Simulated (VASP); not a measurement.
Runs of VASP 6.6.1 on Ge. The structure is that of space group R-3 (No. 148), or close to it. The cells are those of the table. 

```tsv
cell	gap on the mesh (eV)	pressure (GPa)	largest force (eV/Å)
a = 6.225 Å, angles 108.4°, 8 atoms	none	(a)	0.70
a = 6.076 Å, angles 112.3°, 8 atoms	none	9.5	2.99
a = 5.940 Å, angles 112.0°, 8 atoms	none	(b)	2.69
a = 6.212 Å, angles 112.7°, 8 atoms	none	5.4	3.26
a = 5.743 Å, angles 109.1°, 8 atoms	none	9.8	0.67
```

Alike in all rows: task single point; level PBEsol; potentials or basis VASP PAW PBE potentials, release 64 (Ge_d); no spin polarisation; k mesh 9 × 9 × 9; cutoff (eV) 520; smearing gaussian 0.15 eV.

**Question.** Fill in the values left out.

**Answer.** (a) -7.5; (b) 14.7.

Caveats: semilocal functionals underestimate gaps, and a narrow one can read as zero; the PAW data sets were made with another functional, which shifts forces and pressure a little; the stress differs along the axes, from -12 to -5 GPa (at least some runs); the stress differs along the axes, from 2 to 24 GPa (at least some runs); the stress differs along the axes, from 7 to 31 GPa (at least some runs); the stress differs along the axes, from -1 to 19 GPa (at least some runs); the stress differs along the axes, from 3 to 13 GPa (at least some runs).

A k mesh can miss the band edges, and the runs leave out spin-orbit coupling on Ge.

A gap of «none» marks levels without a gap at the run's occupations.
